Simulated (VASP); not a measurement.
The system is AlRu.

```
Al Ru
1.0
     2.85025    0.00000    0.00000
    -1.42512    2.46839    0.00000
     0.00000    0.00000    8.03884
Al Ru
2 2
Direct
  0.00000 0.00000 0.50000
  0.00000 0.00000 0.00000
  0.66667 0.33333 0.75000
  0.33333 0.66667 0.25000
```

The cell was built from a structure type or drawn by symmetry, and may not be a known phase.

- Program: VASP 6.6.1
- Task: relaxation of cell and atoms
- Functional: PBE
- Potentials or basis: VASP PAW PBE potentials, release 64 (Al, Ru_pv)
- Cutoff: 600 eV
- k mesh: 18 × 18 × 6
- Occupations: gaussian, width 0.1 eV
- Spin: no spin polarisation

At the start: pressure 0.1 GPa; volume 14.14 Å³/atom.

Task: How do energy, volume and symmetry change on relaxing?

Result: Over 9 steps the energy falls by 2.8 meV/atom and the volume is 14.17 Å³/atom (+0.2 %); space group P6_3/mmc (No. 194, to 0.1 Å) before and after.

Step by step:
| step | energy change (eV) | largest force (eV/Å) | pressure (GPa) | volume (Å³) |
| --- | --- | --- | --- | --- |
| 1 | 0.0000 | 0.0000 | 0.05 | 56.56 |
| 2 | -0.0093 | 0.0000 | 0.13 | 56.59 |
| 3 | -0.0110 | 0.0000 | 0.19 | 56.60 |
| 4 | -0.0097 | 0.0000 | 0.37 | 56.62 |
| 5 | -0.0113 | 0.0000 | 0.14 | 56.61 |
| 6 | -0.0112 | 0.0000 | 0.18 | 56.61 |
| 7 | -0.0113 | 0.0000 | 0.25 | 56.61 |
| 8 | -0.0111 | 0.0000 | -0.48 | 56.82 |
| 9 | -0.0113 | 0.0000 | -0.01 | 56.68 |

Final structure:
```
Al Ru
1.0
     2.87666    0.00000    0.00000
    -1.43833    2.49126    0.00000
     0.00000    0.00000    7.90850
Al Ru
2 2
Direct
  0.00000 0.00000 0.50000
  0.00000 0.00000 0.00000
  0.66667 0.33333 0.75000
  0.33333 0.66667 0.25000
```
